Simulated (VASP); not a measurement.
# In (Fm-3m) in VASP: notebook

The runs below take In through single point, with PBE.

Everything below comes from runs of VASP 6.6.1. Logs are shortened: lines on timing, memory, paths and dates and some standing lists are left out, and cuts for length are marked.

## Step 1: The cell of the first run

The structure is cubic, space group Fm-3m (No. 225). The conventional cell has a = 4.734 Å, b = 4.734 Å, c = 4.734 Å, α = 90.00°, β = 90.00°, γ = 90.00°. Within 4.4 Å of In (site symmetry m-3m) lie 12 In at 3.35 Å.

## Step 2: Single point, PBE

Input file INCAR:

```
  PREC = Accurate
  ENCUT = 500
  EDIFF = 1E-6
  ISMEAR = 0
  SIGMA = 0.05
  LREAL = F
  LASPH = T
  NELM = 120
  ALGO = Normal
  ISIF = 2
  LWAVE = F
  LCHARG = F
  GGA = PE
  NBANDS = 12
  GGA_COMPAT = F
```

Input file KPOINTS:

```
Automatic mesh
0
Gamma
  8 8 8
```

Input file POSCAR:

```
In
1.0
    0.0000000000      2.3669982813      2.3669982813
    2.3669982813      0.0000000000      2.3669982813
    2.3669982813      2.3669982813      0.0000000000
In
1
Direct
    0.0000000000      0.0000000000      0.0000000000
```

Potentials or basis: VASP PAW PBE potentials, release 64 (In_d).

Started as:

```
$ cat potpaw_PBE.64/In_d/POTCAR > POTCAR
$ mpirun -np 1 vasp_std > vasp.out
```

OUTCAR:

```text
PREC = Accurate
   ENCUT = 500
   EDIFF = 1E-6
   ISMEAR = 0
   LREAL = F
   LASPH = T
   NELM = 120
   ISIF = 2
   GGA = PE

 ion  position               nearest neighbor table
   1  0.000  0.000  0.000-

  LATTYP: Found a face centered cubic cell.
 ALAT       =     4.7339965626

  Lattice vectors:

 A1 = (   0.0000000000,   2.3669982813,   2.3669982813)
 A2 = (   2.3669982813,   0.0000000000,   2.3669982813)
 A3 = (   2.3669982813,   2.3669982813,   0.0000000000)

Analysis of symmetry for initial positions (statically):
=====================================================================
 Subroutine PRICEL returns:
 Original cell was already a primitive cell.

 Routine SETGRP: Setting up the symmetry group for a
 face centered cubic supercell.

 Subroutine GETGRP returns: Found 48 space group operations
 (whereof 48 operations were pure point group operations)
 out of a pool of 48 trial point group operations.

The static configuration has the point symmetry O_h .

Analysis of symmetry for dynamics (positions and initial velocities):
=====================================================================
 Subroutine PRICEL returns:
 Original cell was already a primitive cell.

 Routine SETGRP: Setting up the symmetry group for a
 face centered cubic supercell.

 Subroutine GETGRP returns: Found 48 space group operations
 (whereof 48 operations were pure point group operations)
 out of a pool of 48 trial point group operations.

The dynamic configuration has the point symmetry O_h .

 Subroutine INISYM returns: Found 48 space group operations
 (whereof 48 operations are pure point group operations),
 and found     1 'primitive' translations

----------------------------------------------------------------------------------------

                                     Primitive cell

  volume of cell :      26.5231

  direct lattice vectors                    reciprocal lattice vectors
     0.000000000  2.366998281  2.366998281    -0.211238007  0.211238007  0.211238007
     2.366998281  0.000000000  2.366998281     0.211238007 -0.211238007  0.211238007
     2.366998281  2.366998281  0.000000000     0.211238007  0.211238007 -0.211238007

  length of vectors
     3.347441072  3.347441072  3.347441072     0.365874961  0.365874961  0.365874961

  position of ions in fractional coordinates (direct lattice)
     0.000000000  0.000000000  0.000000000

  ion indices of the primitive-cell ions
   primitive index   ion index
                 1           1

----------------------------------------------------------------------------------------

 KPOINTS: Automatic mesh

Automatic generation of k-mesh.
 Grid dimensions read from file:
 generate k-points for:    8    8    8

 Generating k-lattice:

  Cartesian coordinates                     Fractional coordinates (reciprocal lattice)
    -0.026404751  0.026404751  0.026404751     0.125000000  0.000000000  0.000000000
     0.026404751 -0.026404751  0.026404751     0.000000000  0.125000000  0.000000000
     0.026404751  0.026404751 -0.026404751     0.000000000  0.000000000  0.125000000

  Length of vectors
     0.045734370  0.045734370  0.045734370

  Shift w.r.t. Gamma in fractional coordinates (k-lattice)
     0.000000000  0.000000000  0.000000000

 Subroutine IBZKPT returns following result:
 ===========================================

 Found     29 irreducible k-points:

 Following reciprocal coordinates:
            Coordinates               Weight
  0.000000  0.000000  0.000000      1.000000
  0.125000  0.000000  0.000000      8.000000
  0.250000  0.000000  0.000000      8.000000
  0.375000  0.000000  0.000000      8.000000
  0.500000  0.000000  0.000000      4.000000
  0.125000  0.125000  0.000000      6.000000
[... 16 lines left out ...]
  0.500000  0.250000  0.125000     48.000000
 -0.375000  0.250000  0.125000     24.000000
 [... further k-points ...]
   k-points           NKPTS =     29   k-points in BZ     NKDIM =     29   number of bands    NBANDS=     12
   number of dos      NEDOS =    301   number of ions     NIONS =      1
   total plane-waves  NPLWV =  13824
   dimension x,y,z NGX =    24 NGY =   24 NGZ =   24
   dimension x,y,z NGXF=    48 NGYF=   48 NGZF=   48
   ions per type =               1
   NGX,Y,Z   is equivalent  to a cutoff of  11.92, 11.92, 11.92 a.u.
   NGXF,Y,Z  is equivalent  to a cutoff of  23.84, 23.84, 23.84 a.u.
 SYSTEM =  unknown system
   PREC   = accura    normal or accurate (medium, high low for compatibility)
   ISTART =      0    job   : 0-new  1-cont  2-samecut
   ICHARG =      2    charge: 1-file 2-atom 10-const
   ISPIN  =      1    spin polarized calculation?
   LNONCOLLINEAR =      F non collinear calculations
   LSORBIT =      F    spin-orbit coupling
   LASPH  =      T    aspherical Exc in radial PAW
   ENCUT  =  500.0 eV  36.75 Ry    6.06 a.u.   6.10  6.10  6.10*2*pi/ulx,y,z
   NELM   =    120;   NELMIN=  2; NELMDL= -5     # of ELM steps
   EDIFF  = 0.1E-05   stopping-criterion for ELM
   LREAL  =      F    real-space projection
   EDIFFG = 0.1E-04   stopping-criterion for IOM
   NSW    =      0    number of steps for IOM
   IBRION =     -1    ionic relax: 0-MD 1-quasi-New 2-CG
   NFREE  =      0    steps in history (QN), initial steepest desc. (CG)
   ISIF   =      2    stress and relaxation
   ISYM   =      2    0-nonsym 1-usesym 2-fastsym
   POTIM  = 0.5000    time-step for ionic-motion
   TEBEG  =    0.0;   TEEND  =   0.0 temperature during run
   PSTRESS=    0.0 pullay stress
   NELECT =      13.0000    total number of electrons
   NUPDOWN=      -1.0000    fix difference up-down
   EMIN   =  10.00;   EMAX   =-10.00  energy-range for DOS
   EFERMI =   0.00;   METHOD = LEGACY
   ISMEAR =     0;   SIGMA  =   0.05  broadening in eV -4-tet -1-fermi 0-gaus
   EFERMI_NEDOS =   21; number of points for ismear=-14 and -15
   IALGO  =     38    algorithm
   IMIX   =      4    mixing-type and parameters
     AMIX     =   0.40;   BMIX     =  1.00
     AMIX_MAG =   1.60;   BMIX_MAG =  1.00
  volume/ion in A,a.u.               =      26.52       178.99
  Fermi-wavevector in a.u.,A,eV,Ry     =   1.290767  2.439197 22.668403  1.666081
  Thomas-Fermi vector in A             =   2.422579
   LORBIT       =      0    0 simple, 1 ext, 2 COOP (PROOUT), +10 PAW based schemes
   GGA     = PE    functional components
   LHFCALC =     F    Hartree Fock is set to
   AEXX    =    0.0000 exact exchange contribution
   IVDW    =     0    specifies the selected vdW correction
   LEPSILON=     F    determine dielectric tensor
   LRPA    =     F    only Hartree local field effects (RPA)
 non-spin polarized calculation
 Gauss-broadening in eV      SIGMA  =   0.05
  energy-cutoff  :      500.00
  volume of cell :       26.52
 maximum number of plane-waves:       692
   NGX = 13   NGY = 13   NGZ = 13

 number of electron      12.9999993 magnetization

 Free energy of the ion-electron system (eV)
  ---------------------------------------------------
  ext. energy  EPLUGINS =         0.00000000
  ---------------------------------------------------
  free energy    TOTEN  =        -2.53404497 eV

  energy without entropy =       -2.53371221  energy(sigma->0) =       -2.53387859

 E-fermi :   7.5265     XC(G=0): -10.1881

 val. band max:        7.3567256197   @ k =  -0.3750   0.3750   0.0000
 cond. band min:       7.5985077625   @ k =   0.5000   0.2500   0.1250
 fundamental gap:      0.2417821428
 Fermi energy:         7.5264696685

 k-point     1 :       0.0000    0.0000    0.0000
  band No.  band energies     occupation
      1      -7.2520      2.00000
      2      -7.2520      2.00000
      3      -7.2520      2.00000
      4      -7.0873      2.00000
      5      -7.0873      2.00000
      6      -2.0810      2.00000
      7      17.8198      0.00000
      8      17.8198      0.00000
      9      17.8198      0.00000
     10      18.8578      0.00000
     11      21.2426      0.00000
     12      21.2426      0.00000

 k-point     2 :       0.1250    0.0000    0.0000
  band No.  band energies     occupation
      1      -7.2566      2.00000
      2      -7.2293      2.00000
      3      -7.2293      2.00000
      4      -7.0879      2.00000
      5      -7.0879      2.00000
      6      -1.7415      2.00000
      7      14.6500      0.00000
      8      17.2977      0.00000
      9      17.2977      0.00000
     10      18.6027      0.00000
     11      22.1915      0.00000
     12      22.1917      0.00000

 k-point     3 :       0.2500    0.0000    0.0000
  band No.  band energies     occupation
      1      -7.2748      2.00000
      2      -7.2119      2.00000
      3      -7.2119      2.00000
      4      -7.0501      2.00000
      5      -7.0501      2.00000
      6      -0.7066      2.00000
      7      10.4627      0.00000
      8      16.4827      0.00000
      9      16.4827      0.00000
     10      18.4472      0.00000
     11      21.4171      0.00000
     12      21.4274      0.00000
[... 286 lines left out ...]
 k-point    23 :       0.5000    0.2500    0.1250
  band No.  band energies     occupation
      1      -7.2824      2.00000
      2      -7.2385      2.00000
      3      -7.1353      2.00000
      4      -7.0452      2.00000
      5      -6.9663      2.00000
      6       1.9387      2.00000
      7       7.5985      0.04160
      8      11.0213      0.00000
      9      13.1684      0.00000
     10      18.1703      0.00000
     11      20.5695      0.00000
     12      22.2720      0.00000

 k-point    24 :      -0.3750    0.2500    0.1250
  band No.  band energies     occupation
      1      -7.2676      2.00000
      2      -7.2537      2.00000
      3      -7.1181      2.00000
      4      -7.0564      2.00000
      5      -6.9457      2.00000
      6       3.8324      2.00000
      7       5.0692      2.00000
      8      11.1331      0.00000
      9      12.3828      0.00000
     10      18.0570      0.00000
     11      20.4462      0.00000
     12      25.4926      0.00000

 [... further k-points ...]

------------------------ aborting loop because EDIFF is reached ----------------------------------------

  FORCE on cell =-STRESS in cart. coord.  units (eV):
  Direction    XX          YY          ZZ          XY          YZ          ZX
  --------------------------------------------------------------------------------------
  -------------------------------------------------------------------------------------
  Total        0.2348562      0.2348562      0.2348562      0.0000000     -0.0000000      0.0000000
  in kB       14.1869435     14.1869435     14.1869435      0.0000000     -0.0000000      0.0000000
  external PRESSURE =      14.1869435 kB  Pullay stress =       0.0000000 kB

 VOLUME and BASIS-vectors are now :
 -----------------------------------------------------------------------------
  energy-cutoff  :      500.00
  volume of cell :       26.52
      direct lattice vectors                 reciprocal lattice vectors
     0.000000000  2.366998281  2.366998281    -0.211238007  0.211238007  0.211238007
     2.366998281  0.000000000  2.366998281     0.211238007 -0.211238007  0.211238007
     2.366998281  2.366998281  0.000000000     0.211238007  0.211238007 -0.211238007

 POSITION                                       TOTAL-FORCE (eV/Angst)
 -----------------------------------------------------------------------------------
      0.00000      0.00000      0.00000        -0.000000      0.000000      0.000000
 -----------------------------------------------------------------------------------
    total drift:                               -0.000000      0.000000      0.000000

  FREE ENERGIE OF THE ION-ELECTRON SYSTEM (eV)
  ---------------------------------------------------
  free  energy   TOTEN  =        -2.5340449662 eV

  energy  without entropy=       -2.5337122138  energy(sigma->0) =       -2.53387859
```

Run time: 7.3 s. Hardware: 1 thread of Intel Xeon 8259CL, shared host; peak memory 0.14 GiB.

Results:

| Item | Value |
| --- | --- |
| Free energy | -2.5340 eV |
| Pressure | 1.4 GPa |

Caveat: spin-orbit coupling is left out, which moves the levels of the heavy elements.

## Step 3: Single point, PBE

This run uses another cell than the first one, of 27.49 Å³/atom, 1.036 times its volume.

Input file INCAR:

```
ALGO     = Normal         # electronic algorithm
EDIFF    = 1E-6           # SCF threshold, eV
ENCUT    = 500            # plane-wave cutoff, eV
GGA      = PE             # functional
GGA_COMPAT= F            
ISIF     = 2              # what is computed and relaxed
ISMEAR   = 0              # smearing method
LASPH    = T              # aspherical terms in the spheres
LCHARG   = F              # write CHGCAR
LREAL    = F              # projectors in reciprocal space
LWAVE    = F              # write WAVECAR
NBANDS   = 12             # bands
NELM     = 120            # most SCF steps
PREC     = Accurate       # precision mode
SIGMA    = 0.05           # smearing width, eV
```

Input file KPOINTS:

```
k-points
0
Gamma
  8 8 8
```

Input file POSCAR:

```
In
1.0
    0.0000000000      2.3953944992      2.3953944992
    2.3953944992      0.0000000000      2.3953944992
    2.3953944992      2.3953944992      0.0000000000
In
1
Direct
    0.0000000000      0.0000000000      0.0000000000
```

Potentials or basis: VASP PAW PBE potentials, release 64 (In_d).

Started as:

```
$ cat potpaw_PBE.64/In_d/POTCAR > POTCAR
$ mpirun -np 1 vasp_std > vasp.out
```

Run time: 13 s. Hardware: 1 thread of Intel Xeon 8259CL, shared host; peak memory 0.16 GiB.

It converged, with:

```
Free energy : -2.5386 eV
Pressure    : 0.0 GPa
```

Levels at points of the mesh, in eV from the Fermi level:
| k point | band 3 | band 4 | band 5 | band 6 | band 7 | band 8 | band 9 | band 10 |
| --- | --- | --- | --- | --- | --- | --- | --- | --- |
| (0.00, 0.00, 0.00) | -14.73 | -14.58 | -14.58 | -9.35 | 9.99 | 9.99 | 9.99 | 11.27 |
| (0.50, 0.00, 0.00) | -14.72 | -14.45 | -14.45 | -4.44 | -3.31 | 7.93 | 7.93 | 10.60 |
| (0.50, 0.50, 0.00) | -14.46 | -14.41 | -14.41 | -2.33 | -2.20 | 3.79 | 3.79 | 6.97 |

Caveat: spin-orbit coupling is left out, which moves the levels of the heavy elements.
